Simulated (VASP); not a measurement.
# In (Cmce) in VASP: single point with r2SCAN

Aim: the single point of In with r2SCAN.

All numbers are computed with VASP 6.6.1; they aren't measurements. Logs are shortened: lines on timing, memory, paths and dates and some standing lists are left out, and cuts for length are marked.

## Step 1: The cell of the first run

The structure is orthorhombic, space group Cmce (No. 64). Conventional cell: a = 3.747 Å, b = 11.886 Å, c = 4.958 Å, α = 90.00°, β = 90.00°, γ = 90.00°. In (site symmetry m) has 3 In at 2.45 to 2.49 Å within 3.2 Å.

## Step 2: Single point, r2SCAN

POSCAR reads:

```
In
1.0
    1.8734235988     -5.9428845279      0.0000000000
    1.8734235988      5.9428845279      0.0000000000
    0.0000000000      0.0000000000      4.9580636632
In
4
Direct
    0.0980000000      0.9020000000      0.9100000000
    0.5980000000      0.4020000000      0.5900000000
    0.9020000000      0.0980000000      0.0900000000
    0.4020000000      0.5980000000      0.4100000000
```

INCAR.step1 reads:

```
SYSTEM = In
  PREC = Accurate
  ENCUT = 520
  ISMEAR = 0
  SIGMA = 0.1
  LREAL = .FALSE.
  LASPH = .TRUE.
  NELM = 80
  NBANDS = 34
  GGA = PE
  ALGO = Normal
  EDIFF = 1E-4
  LWAVE = .TRUE.
  LCHARG = .FALSE.
```

INCAR.step2 reads:

```
SYSTEM = In
  PREC = Accurate
  ENCUT = 520
  EDIFF = 1E-6
  ISMEAR = 0
  SIGMA = 0.1
  LREAL = .FALSE.
  LASPH = .TRUE.
  NELM = 80
  ALGO = Normal
  ISIF = 2
  LWAVE = .FALSE.
  LCHARG = .TRUE.
  METAGGA = R2SCAN
  LMIXTAU = .TRUE.
  LELF = .TRUE.
  LVHAR = .TRUE.
  NBANDS = 34
  ISTART = 1
```

KPOINTS reads:

```
regular mesh
0
G
  6 6 4
  0 0 0
```

Potentials or basis: VASP PAW PBE potentials, release 64 (In_d).

Command:

```sh
$ cat potpaw_PBE.64/In_d/POTCAR > POTCAR
$ cp INCAR.step1 INCAR
$ mpirun -np 1 vasp_std > vasp.out
$ cp INCAR.step2 INCAR
$ mpirun -np 1 vasp_std > vasp.out
```

OUTCAR:

```text
SYSTEM = In
   PREC = Accurate
   ENCUT = 520
   EDIFF = 1E-6
   ISMEAR = 0
   LREAL = .FALSE.
   LASPH = .TRUE.
   NELM = 80
   ISIF = 2
   METAGGA = R2SCAN
   ISTART = 1

 ion  position               nearest neighbor table
   1  0.098  0.902  0.910-   2 2.45   2 2.45   3 2.49   2 3.86   2 3.86   4 3.88   4 3.88   4 3.88
                             4 3.88
   2  0.598  0.402  0.590-   1 2.45   1 2.45   4 2.49   1 3.86   1 3.86   3 3.88   3 3.88   3 3.88
                             3 3.88
   3  0.902  0.098  0.090-   4 2.45   4 2.45   1 2.49   4 3.86   4 3.86   2 3.88   2 3.88   2 3.88
                             2 3.88
   4  0.402  0.598  0.410-   3 2.45   3 2.45   2 2.49   3 3.86   3 3.86   1 3.88   1 3.88   1 3.88
                             1 3.88

  LATTYP: Found a base centered orthorhombic cell.
 ALAT       =     3.7468471976
 B/A-ratio  =     3.1722054381
 C/A-ratio  =     1.3232628399

  Lattice vectors:

 A1 = (   1.8734235988,  -5.9428845279,   0.0000000000)
 A2 = (   1.8734235988,   5.9428845279,   0.0000000000)
 A3 = (   0.0000000000,   0.0000000000,   4.9580636632)

Analysis of symmetry for initial positions (statically):
=====================================================================
 Subroutine PRICEL returns:
 Original cell was already a primitive cell.

 Routine SETGRP: Setting up the symmetry group for a
 base centered orthorhombic supercell.

 Subroutine GETGRP returns: Found  8 space group operations
 (whereof  4 operations were pure point group operations)
 out of a pool of  8 trial point group operations.

The static configuration has the point symmetry C_2h.
 The point group associated with its full space group is D_2h.

Analysis of symmetry for dynamics (positions and initial velocities):
=====================================================================
 Subroutine PRICEL returns:
 Original cell was already a primitive cell.

 Routine SETGRP: Setting up the symmetry group for a
 base centered orthorhombic supercell.

 Subroutine GETGRP returns: Found  8 space group operations
 (whereof  4 operations were pure point group operations)
 out of a pool of  8 trial point group operations.

The dynamic configuration has the point symmetry C_2h.
 The point group associated with its full space group is D_2h.

 Subroutine INISYM returns: Found  8 space group operations
 (whereof  4 operations are pure point group operations),
 and found     1 'primitive' translations

----------------------------------------------------------------------------------------

                                     Primitive cell

[... 92 lines left out ...]
   ENCUT  =  520.0 eV  38.22 Ry    6.18 a.u.  11.59 11.59  9.22*2*pi/ulx,y,z
   NELM   =     80;   NELMIN=  2; NELMDL=  0     # of ELM steps
   EDIFF  = 0.1E-05   stopping-criterion for ELM
   LREAL  =      F    real-space projection
   EDIFFG = 0.1E-04   stopping-criterion for IOM
   NSW    =      0    number of steps for IOM
   IBRION =     -1    ionic relax: 0-MD 1-quasi-New 2-CG
   NFREE  =      0    steps in history (QN), initial steepest desc. (CG)
   ISIF   =      2    stress and relaxation
   ISYM   =      2    0-nonsym 1-usesym 2-fastsym
   POTIM  = 0.5000    time-step for ionic-motion
   TEBEG  =    0.0;   TEEND  =   0.0 temperature during run
   PSTRESS=    0.0 pullay stress
   NELECT =      52.0000    total number of electrons
   NUPDOWN=      -1.0000    fix difference up-down
   EMIN   =  10.00;   EMAX   =-10.00  energy-range for DOS
   EFERMI =   0.00;   METHOD = LEGACY
   ISMEAR =     0;   SIGMA  =   0.10  broadening in eV -4-tet -1-fermi 0-gaus
   EFERMI_NEDOS =   21; number of points for ismear=-14 and -15
   IALGO  =     38    algorithm
   IMIX   =      4    mixing-type and parameters
     AMIX     =   0.40;   BMIX     =  1.00
     AMIX_MAG =   1.60;   BMIX_MAG =  1.00
  volume/ion in A,a.u.               =      27.60       186.26
  Fermi-wavevector in a.u.,A,eV,Ry     =   1.273750  2.407038 22.074619  1.622439
  Thomas-Fermi vector in A             =   2.406556
   LORBIT       =      0    0 simple, 1 ext, 2 COOP (PROOUT), +10 PAW based schemes
   METAGGA = R2SCAN    functional components
   LHFCALC =     F    Hartree Fock is set to
   AEXX    =    0.0000 exact exchange contribution
   IVDW    =     0    specifies the selected vdW correction
   LEPSILON=     F    determine dielectric tensor
   LRPA    =     F    only Hartree local field effects (RPA)
 non-spin polarized calculation
 Gauss-broadening in eV      SIGMA  =   0.10
  energy-cutoff  :      520.00
  volume of cell :      110.40
 maximum number of plane-waves:      2998
 NGX is ok and might be reduce to    48
   NGX = 23   NGY = 23   NGZ = 19

 number of electron      52.0000010 magnetization

 Free energy of the ion-electron system (eV)
  ---------------------------------------------------
  ext. energy  EPLUGINS =         0.00000000
  ---------------------------------------------------
  free energy    TOTEN  =       -85.35241326 eV

  energy without entropy =      -85.34147637  energy(sigma->0) =      -85.34694482

 E-fermi :   6.8033     XC(G=0): -10.4309

 val. band max:        6.7777682434   @ k =  -0.3333   0.1667   0.5000
 cond. band min:       6.8291336706   @ k =   0.3333   0.0000   0.0000
 fundamental gap:      0.0513654272
 Fermi energy:         6.8032739475

 k-point     1 :       0.0000    0.0000    0.0000
  band No.  band energies     occupation
      1     -10.0168      2.00000
      2      -9.9733      2.00000
      3      -9.9174      2.00000
      4      -9.5957      2.00000
      5      -9.5318      2.00000
      6      -9.5143      2.00000
[... 877 lines left out ...]
     33      13.9655      0.00000
     34      14.3915      0.00000

 [... further k-points ...]
[... 5 lines left out ...]
  --------------------------------------------------------------------------------------
  -------------------------------------------------------------------------------------
  Total       19.9781795     11.6138027     14.5899570      0.0000000     -0.0000000      0.0000000
  in kB      289.9286408    168.5425856    211.7333271      0.0000000     -0.0000000      0.0000000
  external PRESSURE =     223.4015178 kB  Pullay stress =       0.0000000 kB

 VOLUME and BASIS-vectors are now :
 -----------------------------------------------------------------------------
  energy-cutoff  :      520.00
  volume of cell :      110.40
      direct lattice vectors                 reciprocal lattice vectors
     1.873423599 -5.942884528  0.000000000     0.266891055 -0.084134228  0.000000000
     1.873423599  5.942884528  0.000000000     0.266891055  0.084134228  0.000000000
     0.000000000  0.000000000  4.958063663     0.000000000  0.000000000  0.201691642

 POSITION                                       TOTAL-FORCE (eV/Angst)
 -----------------------------------------------------------------------------------
      1.87342      4.77808      4.51184         0.000000     -3.055887      3.400127
      1.87342     -1.16481      2.92526         0.000000     -3.055887     -3.400127
      1.87342     -4.77808      0.44623         0.000000      3.055887     -3.400127
      1.87342      1.16481      2.03281         0.000000      3.055887      3.400127
 -----------------------------------------------------------------------------------
    total drift:                                0.000000      0.000000      0.000000

  FREE ENERGIE OF THE ION-ELECTRON SYSTEM (eV)
  ---------------------------------------------------
  free  energy   TOTEN  =       -85.3524132597 eV

  energy  without entropy=      -85.3414763715  energy(sigma->0) =      -85.34694482
```

OSZICAR.step1:

```text
N       E                     dE             d eps       ncg     rms          rms(c)
DAV:   1     0.518509313184E+03    0.51851E+03   -0.25512E+04  2652   0.212E+03
DAV:   2     0.496642502965E+02   -0.46885E+03   -0.46088E+03  2652   0.488E+02
DAV:   3    -0.305614505360E+01   -0.52720E+02   -0.52240E+02  3022   0.189E+02
DAV:   4    -0.528537562501E+01   -0.22292E+01   -0.22265E+01  3140   0.445E+01
DAV:   5    -0.538961729212E+01   -0.10424E+00   -0.10424E+00  4336   0.786E+00    0.980E+00
DAV:   6    -0.501689968637E+01    0.37272E+00   -0.47041E-01  3372   0.751E+00    0.483E+00
DAV:   7    -0.494608168650E+01    0.70818E-01   -0.31723E-01  4040   0.484E+00    0.987E-01
DAV:   8    -0.494145868011E+01    0.46230E-02   -0.41149E-02  3328   0.174E+00    0.762E-01
DAV:   9    -0.494029149232E+01    0.11672E-02   -0.33600E-03  3972   0.555E-01    0.300E-01
DAV:  10    -0.494007028831E+01    0.22120E-03   -0.84100E-04  3186   0.357E-01    0.107E-01
DAV:  11    -0.494008259636E+01   -0.12308E-04   -0.13915E-04  1742   0.111E-01
   1 F= -.49400826E+01 E0= -.49343766E+01  d E =-.114121E-01
```

Run time: 6.2 min. Hardware: 1 thread of Intel Xeon 6975P-C (Granite Rapids), shared host; peak memory 0.36 GiB.

What came out:

| Quantity | Value |
| --- | --- |
| Free energy | -85.3524 eV |
| Pressure | 22.3 GPa |
| Largest force | 4.572 eV/Å |
| Band gap on the k mesh | zero (bands 26 and 27 overlap by 3.51 eV) |

Forces on the atoms (eV/Å):
```
In   0.000 -3.056  3.400
In   0.000 -3.056 -3.400
In   0.000  3.056 -3.400
In   0.000  3.056  3.400
```

Stress tensor (GPa, compression positive):
```
28.99  0.00  0.00
 0.00 16.85  0.00
 0.00  0.00 21.17
```

Levels at points of the mesh, in eV from the Fermi level:
| k point | band 23 | band 24 | band 25 | band 26 | band 27 | band 28 | band 29 | band 30 |
| --- | --- | --- | --- | --- | --- | --- | --- | --- |
| (0.00, 0.00, 0.00) | -3.42 | -3.39 | -1.42 | 1.10 | 1.42 | 1.61 | 3.04 | 3.34 |
| (0.50, 0.00, 0.00) | -4.25 | -4.25 | -0.51 | -0.51 | 0.82 | 0.82 | 1.67 | 1.67 |
| (0.50, 0.50, 0.00) | -3.17 | -2.02 | -1.25 | -0.22 | 0.74 | 2.00 | 3.80 | 4.17 |
| (0.00, 0.00, 0.50) | -3.54 | -3.54 | -1.12 | -1.12 | 2.63 | 2.63 | 4.24 | 4.24 |
| (0.50, 0.00, 0.50) | -5.11 | -5.11 | -1.36 | -1.36 | -1.24 | -1.24 | 2.20 | 2.20 |
| (0.50, 0.50, 0.50) | -5.01 | -5.01 | 2.28 | 2.28 | 2.47 | 2.47 | 3.81 | 3.81 |

Caveat: the stress differs along the axes, from 17 to 29 GPa; the PAW data sets were made with another functional, which shifts forces and pressure a little; spin-orbit coupling is left out, which moves the levels of the heavy elements.

The gap in the log of VASP goes by the Fermi energy; the results here count the filled bands.